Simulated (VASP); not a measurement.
# Si2WC3 (R-3m) in VASP: further runs, part 2 of 2

VASP 6.6.1. Earlier steps stand in the parts before.

## Step 3: Single point, PBE

This run uses another cell than the first one, of 14.77 Å³/atom.

The input, INCAR:

```
PREC = Accurate
ENCUT = 600
EDIFF = 1E-6
ISMEAR = 0
SIGMA = 0.2
LREAL = F
LASPH = T
NELM = 120
ALGO = Normal
ISIF = 2
LWAVE = F
LCHARG = F
GGA = PE
NBANDS = 26
GGA_COMPAT = F
```

The input, KPOINTS:

```
Automatic mesh
0
Gamma
  4 4 4
```

The input, POSCAR:

```
Si2WC3
1.0
    2.0526419754      1.1850933992      6.0714394456
   -2.0526419754      1.1850933992      6.0714394456
    0.0000000000     -2.3701867920      6.0714394469
Si W C
2 1 3
Direct
    0.8542205461      0.8542205461      0.8542205461
    0.1457794539      0.1457794539      0.1457794539
    0.0000000000      0.0000000000      0.0000000000
    0.5000000000      0.5000000000      0.0000000000
    0.0000000000      0.5000000000      0.5000000000
    0.5000000000      0.0000000000      0.5000000000
```

Potentials or basis: VASP PAW PBE potentials, release 64 (Si, W_sv, C).

Started as:

```
$ cat potpaw_PBE.64/Si/POTCAR potpaw_PBE.64/W_sv/POTCAR potpaw_PBE.64/C/POTCAR > POTCAR
$ mpirun -np 1 vasp_std > vasp.out
```

OUTCAR:

```text
PREC = Accurate
   ENCUT = 600
   EDIFF = 1E-6
   ISMEAR = 0
   LREAL = F
   LASPH = T
   NELM = 120
   ISIF = 2
   GGA = PE

 ion  position               nearest neighbor table
   1  0.854  0.854  0.854-   2 2.49   2 2.49   2 2.49   3 2.66
   2  0.146  0.146  0.146-   1 2.49   1 2.49   1 2.49   3 2.66
   3  0.000  0.000  0.000-   4 2.05   4 2.05   5 2.05   5 2.05   6 2.05   6 2.05   1 2.66   2 2.66

   4  0.500  0.500  0.000-   3 2.05   3 2.05   5 2.05   6 2.05   6 2.05   5 2.05
   5  0.000  0.500  0.500-   6 2.05   6 2.05   3 2.05   3 2.05   4 2.05   4 2.05
   6  0.500  0.000  0.500-   5 2.05   5 2.05   4 2.05   3 2.05   3 2.05   4 2.05

  LATTYP: Found a trigonal (rhomboedric) cell.
 ALAT       =     6.5176807520
 COS(alpha) =     0.8016326284

  Lattice vectors:

 A1 = (   2.0526419754,   1.1850933992,   6.0714394456)
 A2 = (  -2.0526419754,   1.1850933992,   6.0714394456)
 A3 = (   0.0000000000,  -2.3701867920,   6.0714394469)

Analysis of symmetry for initial positions (statically):
=====================================================================
 Subroutine PRICEL returns:
 Original cell was already a primitive cell.
[... 171 lines left out ...]
 fundamental gap:      0.1753846991
 Fermi energy:         5.4244574033

 k-point     1 :       0.0000    0.0000    0.0000
  band No.  band energies     occupation
      1     -68.0637      2.00000
      2     -32.5755      2.00000
      3     -32.5755      2.00000
      4     -32.2518      2.00000
      5      -9.6059      2.00000
      6      -4.2829      2.00000
[... 366 lines left out ...]
     25       9.7705      0.00000
     26      11.4865      0.00000

------------------------ aborting loop because EDIFF is reached ----------------------------------------

  FORCE on cell =-STRESS in cart. coord.  units (eV):
  Direction    XX          YY          ZZ          XY          YZ          ZX
  --------------------------------------------------------------------------------------
  -------------------------------------------------------------------------------------
  Total        0.1744438      0.1744438     -0.1709185      0.0000000     -0.0000000      0.0000000
  in kB        3.1539687      3.1539687     -3.0902304      0.0000000     -0.0000000      0.0000000
  external PRESSURE =       1.0725690 kB  Pullay stress =       0.0000000 kB

 VOLUME and BASIS-vectors are now :
 -----------------------------------------------------------------------------
  energy-cutoff  :      600.00
  volume of cell :       88.62
      direct lattice vectors                 reciprocal lattice vectors
     2.052641975  1.185093399  6.071439446     0.243588510  0.140635892  0.054901862
    -2.052641975  1.185093399  6.071439446    -0.243588510  0.140635892  0.054901862
     0.000000000 -2.370186792  6.071439447     0.000000000 -0.281271783  0.054901863

 POSITION                                       TOTAL-FORCE (eV/Angst)
 -----------------------------------------------------------------------------------
      0.00000      0.00000     15.55904         0.000000     -0.000000     -0.073892
      0.00000      0.00000      2.65527         0.000000      0.000000      0.073892
      0.00000      0.00000      0.00000         0.000000      0.000000     -0.000000
      0.00000      1.18509      6.07144         0.000000      0.000000     -0.000000
     -1.02632     -0.59255      6.07144        -0.000000     -0.000000     -0.000000
      1.02632     -0.59255      6.07144         0.000000      0.000000     -0.000000
 -----------------------------------------------------------------------------------
    total drift:                               -0.000000     -0.000000      0.000000

  FREE ENERGIE OF THE ION-ELECTRON SYSTEM (eV)
  ---------------------------------------------------
  free  energy   TOTEN  =       -41.9934070155 eV

  energy  without entropy=      -41.9372231719  energy(sigma->0) =      -41.96531509
```

OSZICAR:

```text
N       E                     dE             d eps       ncg     rms          rms(c)
DAV:   1     0.219138976802E+03    0.21914E+03   -0.17172E+04   676   0.138E+03
DAV:   2    -0.304604226504E+02   -0.24960E+03   -0.23829E+03   810   0.326E+02
DAV:   3    -0.438984456841E+02   -0.13438E+02   -0.13133E+02   832   0.688E+01
DAV:   4    -0.441975222793E+02   -0.29908E+00   -0.29656E+00   864   0.107E+01
DAV:   5    -0.442048870601E+02   -0.73648E-02   -0.73557E-02   944   0.166E+00    0.380E+01
DAV:   6    -0.426456689685E+02    0.15592E+01   -0.14059E+01   912   0.203E+01    0.133E+01
DAV:   7    -0.423044883145E+02    0.34118E+00   -0.44874E+00   826   0.113E+01    0.113E+01
DAV:   8    -0.420002741525E+02    0.30421E+00   -0.60101E-01   822   0.513E+00    0.123E+00
DAV:   9    -0.419924785873E+02    0.77956E-02   -0.75430E-02   788   0.146E+00    0.287E-01
DAV:  10    -0.419937178736E+02   -0.12393E-02   -0.64027E-03   848   0.417E-01    0.350E-01
DAV:  11    -0.419932829927E+02    0.43488E-03   -0.15977E-03   880   0.222E-01    0.135E-01
DAV:  12    -0.419933945097E+02   -0.11152E-03   -0.32341E-04   740   0.901E-02    0.245E-02
DAV:  13    -0.419934046050E+02   -0.10095E-04   -0.23731E-05   852   0.281E-02    0.194E-02
DAV:  14    -0.419934069910E+02   -0.23860E-05   -0.99105E-06   742   0.160E-02    0.638E-03
DAV:  15    -0.419934070155E+02   -0.24510E-07   -0.65929E-07   464   0.416E-03
   1 F= -.41993407E+02 E0= -.41965315E+02  d E =-.561838E-01
```

Wall time 88 s (1 thread of Intel Xeon Platinum 8375C at 2.90GHz (Ice Lake), shared host); peak memory 0.37 GiB.

What came out:

| Quantity | Value |
| --- | --- |
| Free energy | -41.9934 eV |
| Pressure | 0.1 GPa |
| Largest force | 0.074 eV/Å |
| Band gap on the k mesh | zero (bands 17 and 18 overlap by 1.11 eV) |

Forces in eV/Å, atoms in the order of the input:
```
Si   0.000  0.000 -0.074
Si   0.000  0.000  0.074
W    0.000  0.000  0.000
C    0.000  0.000  0.000
C    0.000  0.000  0.000
C    0.000  0.000  0.000
```

Caveat: the k points lie up to 0.45 Å⁻¹ apart, too coarse for converged energies and pressures of a metal; spin-orbit coupling is left out, which moves the levels of the heavy elements.

The gap in the log of VASP goes by the Fermi energy; the results here count the filled bands.